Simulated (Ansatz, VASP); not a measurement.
**Ti: VASP beside Ansatz**

INCAR

```
SYSTEM = Ti
PREC = Accurate ; ENCUT = 520
EDIFF = 1E-7 ; ISMEAR = 0
SIGMA = 0.15 ; LREAL = .FALSE.
LASPH = .TRUE. ; NELM = 100
ALGO = Fast ; ISIF = 2
LWAVE = .FALSE. ; LCHARG = .TRUE.
GGA = PS ; LELF = .TRUE.
LVHAR = .TRUE. ; NBANDS = 19
```

Contents of KPOINTS:

```
Automatic mesh
0
G
  18 18 10
  0 0 0
```

File POSCAR:

```
Ti
1.0
    2.9499978604     -0.0442499679      0.0000000000
   -1.5133205265      2.5768980722      0.0000000000
    0.0000000000      0.0000000000      4.6860000000
Ti
2
Direct
    0.3333333333      0.6666666667      0.2500000000
    0.6666666667      0.3333333333      0.7500000000
```

Input for Ansatz:

```yaml
crystal:
  lattice:
    - [2.9499978604, -0.0442499679, 0.0]
    - [-1.5133205265, 2.5768980722, 0.0]
    - [0.0, 0.0, 4.686]
  atoms:
    - { symbol: Ti, position: [0.3333333333, 0.6666666667, 0.25] }
    - { symbol: Ti, position: [0.6666666667, 0.3333333333, 0.75] }
basis:
  ecutwfc: 420
kpoints:
  mp_grid: { grid: [18, 18, 10] }
hamiltonian:
  xc: pbesol
scf:
  occupations: { method: gaussian, width: 0.15 }
output:
  forces: true
  stress: true
  eigenvalues: true
```

Change from the starting cell: strain -0.0300 x Voigt [0, 0, 0, 0, 0, 1], atoms carried along.

Alike in both runs: task single point; functional PBEsol; k mesh 18 × 18 × 10; occupations gaussian, width 0.15 eV; no spin polarisation.

|  | VASP | Ansatz |
| --- | --- | --- |
| version | VASP 6.6.1 | Ansatz 0.2.0 |
| potentials or method | VASP PAW PBE potentials, release 64 (Ti_sv), cutoff 520 eV | scalar-relativistic, plane waves, PAW |
| valence electrons in the cell | 24 | 24 |

```tsv
	VASP	Ansatz	Ansatz less VASP
gap on the k mesh at the Fermi level (eV)	none	none	-
pressure (GPa)	-6.0	-5.8	+0.22
traceless stress, the component that is largest in VASP (GPa)	1.80	1.82	+0.015
rms of the force components (eV/Å)	0.044	0.045	+0.0006
```

VASP's potentials were made for PBE, not for PBEsol. Atom by atom the forces differ by 0.001 eV/Å (rms over components). A gap of «none» marks a metal or a gap that the smearing closes. With one functional, cell and mesh, what is left measures potentials, basis and numerics.
